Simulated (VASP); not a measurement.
Runs of VASP 6.6.1 on Na2MgScC6N6. The structure is that of space group Fm-3m (No. 225), or close to it. The cells are those of the table. 

| task | spin | cell | k mesh | cutoff (eV) | gap on the mesh (eV) | pressure (GPa) | largest force (eV/Å) |
| --- | --- | --- | --- | --- | --- | --- | --- |
| relaxation of cell and atoms | off | relaxed from a = 7.449 Å, angles 60.0°, 16 atoms | 4 × 4 × 4 | 600 | none | 0.1 | 0.03 |
| single point | off | a = 7.449 Å, angles 60.0°, 16 atoms | 4 × 4 × 4 | 520 | none | 11.6 | 2.60 |
| single point | off | a = 7.950 Å, angles 60.0°, 16 atoms | 6 × 6 × 6 | 520 | none | (a) | 0.41 |
| single point | collinear, ferromagnetic start | a = 7.449 Å, angles 60.0°, 16 atoms | 4 × 4 × 4 | 520 | none | 11.6 | 2.60 |
| single point | off | a = 7.938 Å, angles 60.0°, 16 atoms | 4 × 4 × 4 | 520 | none | 0.5 | 0.39 |

Alike in all rows: level PBE; potentials or basis VASP PAW PBE potentials, release 64 (Na_pv, Mg, Sc_sv, C, N); smearing gaussian 0.1 eV.

Task: Fill in the values left out.

Result: (a) 0.3.

Caveats: forces of over 1 eV/Å act on the atoms, so gaps and moduli don't describe the material at rest (some runs).

A gap of «none» marks levels without a gap at the run's occupations.
